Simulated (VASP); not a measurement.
Input of a VASP 6.6.1 run:

The input INCAR:

```
PREC     = Accurate       # precision mode
ENCUT    = 520            # plane-wave cutoff, eV
EDIFF    = 1E-6           # SCF threshold, eV
ISMEAR   = 0              # smearing method
SIGMA    = 0.1            # smearing width, eV
LREAL    = False          # projectors in reciprocal space
LASPH    = True           # aspherical terms in the spheres
NELM     = 150            # most SCF steps
ALGO     = Fast           # electronic algorithm
ISIF     = 2              # what is computed and relaxed
LWAVE    = False          # write WAVECAR
LCHARG   = True           # write CHGCAR
ISPIN    = 2              # spin polarisation
MAGMOM   = 1.25 1.25 0.55 0 0 # initial moments
LORBIT   = 11             # projections on sites
LMAXMIX  = 4              # l up to which the mixer works
GGA      = PS             # functional
LELF     = True           # ELF
LVHAR    = True         
NBANDS   = 40             # bands
```

Contents of KPOINTS:

```
regular mesh
0
Gamma
  6 6 6
```

POSCAR

```
Co3Sn2
1.0
    4.2229921449      0.0000000000      0.0000000000
   -2.1114960725      3.6572184775      0.0000000000
    0.0000000000      0.0000000000      5.0668540000
Co Sn
3 2
Direct
    0.0000000000      0.0000000000      0.7463570000
    0.0000000000      0.0000000000      0.2536430000
    0.6666666667      0.3333333333      0.0000000000
    0.6666666667      0.3333333333      0.5000000000
    0.3333333333      0.6666666667      0.0000000000
```

Potentials or basis: VASP PAW PBE potentials, release 64 (Co, Sn_d).

Launch:

```console
$ cat potpaw_PBE.64/Co/POTCAR potpaw_PBE.64/Sn_d/POTCAR > POTCAR
$ mpirun -np 1 vasp_std > vasp.out
```

Question: Estimate the pressure.

Answer: -5.6 GPa.

Question: What does it give for the largest force?

Answer: 0.012 eV/Å.

Forces on the atoms (eV/Å):
```
Co   0.000  0.000  0.012
Co   0.000  0.000 -0.012
Co   0.000  0.000  0.000
Sn   0.000  0.000  0.000
Sn   0.000  0.000  0.000
```

Caveat: the cell stands under tension; the PAW data sets were made with another functional, which shifts forces and pressure a little.
